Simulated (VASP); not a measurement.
Write the native input for VASP 6.6.1 that does the following.

```
Task                   : single point
Functional             : r2SCAN
Potentials or basis    : VASP PAW PBE potentials, release 64 (Ta_pv, N)
Cutoff                 : 520 eV
k mesh                 : 10 × 10 × 6
Occupations            : fermi-dirac, width 0.05 eV
Spin                   : no spin polarisation
Dipole correction      : no
Further INCAR settings : ALGO = Normal; EDIFF = 1e-06; NBANDS = 20
```

The system is Ta2N.

```
Ta N
1.0
     2.97921    0.00000    0.00000
    -1.48960    2.58007    0.00000
     0.00000    0.00000    4.78255
Ta N
2 1
Direct
  0.33333 0.66667 0.26026
  0.66667 0.33333 0.73974
  0.00000 0.00000 0.00000
```

These files were run (other wordings do the same):

POSCAR

```
Ta2N
1.0
    2.9792054496      0.0000000000      0.0000000000
   -1.4896027248      2.5800676025      0.0000000000
    0.0000000000      0.0000000000      4.7825461349
Ta N
2 1
Direct
    0.3333333333      0.6666666667      0.2602564747
    0.6666666667      0.3333333333      0.7397435253
    0.0000000000      0.0000000000      0.0000000000
```

INCAR.step1

```
  PREC = Accurate
  ENCUT = 520
  ISMEAR = -1
  SIGMA = 0.05
  LREAL = F
  LASPH = T
  NELM = 100
  NBANDS = 20
  GGA = PE
  ALGO = Normal
  EDIFF = 1E-4
  LWAVE = T
  LCHARG = F
```

INCAR.step2

```
  PREC = Accurate
  ENCUT = 520
  EDIFF = 1E-6
  ISMEAR = -1
  SIGMA = 0.05
  LREAL = F
  LASPH = T
  NELM = 100
  ALGO = Normal
  ISIF = 2
  LWAVE = F
  LCHARG = F
  METAGGA = R2SCAN
  LMIXTAU = T
  NBANDS = 20
  ISTART = 1
```

KPOINTS

```
regular mesh
0
Gamma
  10 10 6
```

Potentials or basis: VASP PAW PBE potentials, release 64 (Ta_pv, N).

Run with:

```console
$ cat potpaw_PBE.64/Ta_pv/POTCAR potpaw_PBE.64/N/POTCAR > POTCAR
$ cp INCAR.step1 INCAR
$ mpirun -np 1 vasp_std > vasp.out
$ cp INCAR.step2 INCAR
$ mpirun -np 1 vasp_std > vasp.out
```

It gave:

The pressure is 31.5 GPa and the largest force is 0.086 eV/Å. The band gap on the k mesh is zero (an odd number of electrons rules out a gap without spin polarisation).

Caveat: the cell stands under pressure; the PAW data sets were made with another functional, which shifts forces and pressure a little; spin-orbit coupling is left out, which moves the levels of the heavy elements.

Wall time 3.7 min on 1 thread of Intel Xeon 8259CL, with other jobs on the host, peak memory 0.2 GiB.
